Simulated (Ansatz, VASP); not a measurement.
## Rh in VASP and in Ansatz

POSCAR

```
Rh
1.0
    0.0000000000      1.9228245745      1.9228245745
    1.9228245745      0.0000000000      1.9228245745
    1.9228245745      1.9228245745      0.0000000000
Rh
1
Direct
    0.0000000000      0.0000000000      0.0000000000
```

The input INCAR.step1:

```
SYSTEM = Rh
PREC = Accurate
ENCUT = 520
EDIFF = 1E-5
ISMEAR = -1
SIGMA = 0.05
LREAL = .FALSE.
LASPH = .TRUE.
NELM = 100
ALGO = Normal
ISIF = 2
LWAVE = .TRUE.
GGA = PE
NBANDS = 14
```

The input INCAR.step2:

```
SYSTEM = Rh
PREC = Accurate
ENCUT = 520
EDIFF = 1E-6
ISMEAR = -1
SIGMA = 0.05
LREAL = .FALSE.
LASPH = .TRUE.
NELM = 100
ALGO = Normal
ISIF = 2
LWAVE = .FALSE.
LCHARG = .TRUE.
GGA = PS
LHFCALC = .TRUE.
AEXX = 0.25
HFSCREEN = 0.207
PRECFOCK = Normal
LELF = .TRUE.
LVHAR = .TRUE.
ISTART = 1
NBANDS = 14
```

The input KPOINTS:

```
Automatic mesh
0
G
  6 6 6
  0 0 0
```

File input.yaml:

```yaml
crystal:
  lattice:
    - [0.0, 1.9228245745, 1.9228245745]
    - [1.9228245745, 0.0, 1.9228245745]
    - [1.9228245745, 1.9228245745, 0.0]
  atoms:
    - { symbol: Rh, position: [0.0, 0.0, 0.0] }
hamiltonian:
  xc:
    exchange: hjs_pbesol
    correlation: pbesol
    exx: { coeff: 0.25, omega: 0.207 }
  pseudopotentials: { kind: paw }
kpoints:
  mp_grid: { grid: [6, 6, 6] }
scf:
  occupations: { method: fermi_dirac, width: 0.05 }
output:
  forces: true
  stress: true
  eigenvalues: true
```

Alike in both runs: task single point; functional PBEsol-based screened hybrid with a share of 0.25 of exact exchange and HFSCREEN = 0.207; k mesh 6 × 6 × 6; occupations fermi-dirac, width 0.05 eV; no spin polarisation.

|  | VASP | Ansatz |
| --- | --- | --- |
| version | VASP 6.6.1 | Ansatz 0.2.0 |
| potentials or method | VASP PAW PBE potentials, release 64 (Rh_pv) | Ansatz PAW |
| plane-wave cutoff (eV) | 520 | 420 |
| valence electrons in the cell | 15 | 17 |

|  | VASP | Ansatz | Ansatz less VASP |
| --- | --- | --- | --- |
| gap on the k mesh at the Fermi level (eV) | none | none | - |
| pressure (GPa) | -18.3 | -18.9 | -0.51 |

VASP's potentials were made for PBE, not for PBEsol-based screened hybrid. A gap of «none» marks a metal or a gap that the smearing closes. VASP's potentials hold 15 valence electrons a cell and Ansatz's 17, so a difference there can come from the potentials and not from the codes.

The k mesh is coarse, so the values compare programs but aren't converged.
